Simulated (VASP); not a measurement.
# Sn3Se (Pm-3m) in VASP: notebook, part 2 of 2

VASP 6.6.1. Earlier steps stand in the parts before.

## 5. Single point, PBEsol

This run uses another cell than the first one, of 28.26 Å³/atom, 1.060 times its volume.

Input file INCAR:

```
PREC     = Accurate       # precision mode
ENCUT    = 520            # plane-wave cutoff, eV
EDIFF    = 1E-6           # SCF threshold, eV
ISMEAR   = -1             # smearing method
SIGMA    = 0.05           # smearing width, eV
LREAL    = False          # projectors in reciprocal space
LASPH    = True           # aspherical terms in the spheres
NELM     = 60             # most SCF steps
ALGO     = Normal         # electronic algorithm
ISIF     = 2              # what is computed and relaxed
LWAVE    = False          # write WAVECAR
LCHARG   = True           # write CHGCAR
GGA      = PS             # functional
LELF     = True           # ELF
LVHAR    = True         
NBANDS   = 32             # bands
```

Input file KPOINTS:

```
Automatic mesh
0
Gamma
  6 6 6
```

Input file POSCAR:

```
Sn3Se
1.0
    4.8348806308      0.0000000000      0.0000000000
    0.0000000000      4.8348806308      0.0000000000
    0.0000000000      0.0000000000      4.8348806308
Sn Se
3 1
Direct
    0.5000000000      0.5000000000      0.0000000000
    0.5000000000      0.0000000000      0.5000000000
    0.0000000000      0.5000000000      0.5000000000
    0.0000000000      0.0000000000      0.0000000000
```

Potentials or basis: VASP PAW PBE potentials, release 64 (Sn_d, Se).

Command:

```bash
$ cat potpaw_PBE.64/Sn_d/POTCAR potpaw_PBE.64/Se/POTCAR > POTCAR
$ mpirun -np 1 vasp_std > vasp.out
```

OUTCAR:

```text
PREC = Accurate
   ENCUT = 520
   EDIFF = 1E-6
   ISMEAR = -1
   LREAL = False
   LASPH = True
   NELM = 60
   ISIF = 2
   GGA = PS

 ion  position               nearest neighbor table
   1  0.500  0.500  0.000-   2 3.42   3 3.42   2 3.42   3 3.42   2 3.42   2 3.42   3 3.42   3 3.42

   2  0.500  0.000  0.500-   1 3.42   3 3.42   1 3.42   1 3.42   3 3.42   1 3.42   3 3.42   3 3.42

   3  0.000  0.500  0.500-   1 3.42   2 3.42   1 3.42   2 3.42   1 3.42   2 3.42   1 3.42   2 3.42

   4  0.000  0.000  0.000-

  LATTYP: Found a simple cubic cell.
 ALAT       =     4.8348806308

  Lattice vectors:

 A1 = (   4.8348806308,   0.0000000000,   0.0000000000)
 A2 = (   0.0000000000,   4.8348806308,   0.0000000000)
 A3 = (   0.0000000000,   0.0000000000,   4.8348806308)

Analysis of symmetry for initial positions (statically):
=====================================================================
 Subroutine PRICEL returns:
 Original cell was already a primitive cell.

 Routine SETGRP: Setting up the symmetry group for a
[... 163 lines left out ...]
  free energy    TOTEN  =       -16.38164815 eV

  energy without entropy =      -16.36061986  energy(sigma->0) =      -16.37113401

 E-fermi :   6.4185     XC(G=0): -10.0487

 val. band max:        6.3953010932   @ k =   0.0000   0.0000   0.0000
 cond. band min:       6.4289196409   @ k =   0.5000   0.1667   0.1667
 fundamental gap:      0.0336185477
 Fermi energy:         6.4184705038

 k-point     1 :       0.0000    0.0000    0.0000
  band No.  band energies     occupation
      1     -15.2307      2.00000
      2     -15.2307      2.00000
      3     -15.2307      2.00000
      4     -15.2217      2.00000
      5     -15.2217      2.00000
      6     -15.1793      2.00000
[... 689 lines left out ...]
     31      12.1482      0.00000
     32      13.0435      0.00000

------------------------ aborting loop because EDIFF is reached ----------------------------------------

  FORCE on cell =-STRESS in cart. coord.  units (eV):
  Direction    XX          YY          ZZ          XY          YZ          ZX
  --------------------------------------------------------------------------------------
  -------------------------------------------------------------------------------------
  Total       -3.4351782     -3.4351782     -3.4351782      0.0000000     -0.0000000      0.0000000
  in kB      -48.6970429    -48.6970429    -48.6970429      0.0000000     -0.0000000      0.0000000
  external PRESSURE =     -48.6970429 kB  Pullay stress =       0.0000000 kB

 VOLUME and BASIS-vectors are now :
 -----------------------------------------------------------------------------
  energy-cutoff  :      520.00
  volume of cell :      113.02
      direct lattice vectors                 reciprocal lattice vectors
     4.834880631  0.000000000  0.000000000     0.206830339  0.000000000  0.000000000
     0.000000000  4.834880631  0.000000000     0.000000000  0.206830339  0.000000000
     0.000000000  0.000000000  4.834880631     0.000000000  0.000000000  0.206830339

 POSITION                                       TOTAL-FORCE (eV/Angst)
 -----------------------------------------------------------------------------------
      2.41744      2.41744      0.00000         0.000000      0.000000      0.000000
      2.41744      0.00000      2.41744         0.000000      0.000000      0.000000
      0.00000      2.41744      2.41744         0.000000      0.000000      0.000000
      0.00000      0.00000      0.00000         0.000000      0.000000      0.000000
 -----------------------------------------------------------------------------------
    total drift:                                0.000000      0.000000      0.000000

  FREE ENERGIE OF THE ION-ELECTRON SYSTEM (eV)
  ---------------------------------------------------
  free  energy   TOTEN  =       -16.3816481540 eV

  energy  without entropy=      -16.3606198640  energy(sigma->0) =      -16.37113401
```

It took 20 s on 1 thread of Intel Xeon 6975P-C (Granite Rapids), shared host; peak memory 0.23 GiB.

What came out:

```
Free energy            : -16.3816 eV
Pressure               : -4.9 GPa
Band gap on the k mesh : zero (band 24 reaches 8.25 eV, above the bottom of band 25 at 6.12 eV)
```

Levels at points of the mesh, in eV from the Fermi level:
| k point | band 21 | band 22 | band 23 | band 24 | band 25 | band 26 | band 27 | band 28 |
| --- | --- | --- | --- | --- | --- | --- | --- | --- |
| (0.00, 0.00, 0.00) | -4.03 | -4.03 | -0.02 | -0.02 | -0.02 | 2.19 | 2.19 | 2.19 |
| (0.50, 0.00, 0.00) | -3.02 | -1.76 | -1.62 | -1.62 | -0.04 | 1.68 | 1.87 | 2.07 |
| (0.50, 0.50, 0.00) | -2.24 | -2.01 | -2.01 | -0.70 | 0.14 | 0.15 | 0.15 | 2.94 |
| (0.50, 0.50, 0.50) | -4.90 | -4.90 | -4.40 | 1.83 | 1.83 | 1.83 | 5.52 | 5.52 |

Caveat: the PAW data sets were made with another functional, which shifts forces and pressure a little; spin-orbit coupling is left out, which moves the levels of the heavy elements.

## 6. Overview

```tsv
cell	gap on the mesh (eV)	pressure (GPa)
a = 4.742 Å, 4 atoms	none	-2.7
a = 4.773 Å, 4 atoms	none	-3.5
a = 4.804 Å, 4 atoms	none	-4.2
a = 4.835 Å, 4 atoms	none	-4.9
```

Alike in all rows: task single point; level PBEsol; potentials or basis VASP PAW PBE potentials, release 64 (Sn_d, Se); no spin polarisation; k mesh 6 × 6 × 6; cutoff (eV) 520; smearing fermi-dirac 0.05 eV.

Caveats: the PAW data sets were made with another functional, which shifts forces and pressure a little; spin-orbit coupling is left out, which moves the levels of the heavy elements.

Total energies depend on the potentials used, so only differences within one code and one set of settings carry meaning.
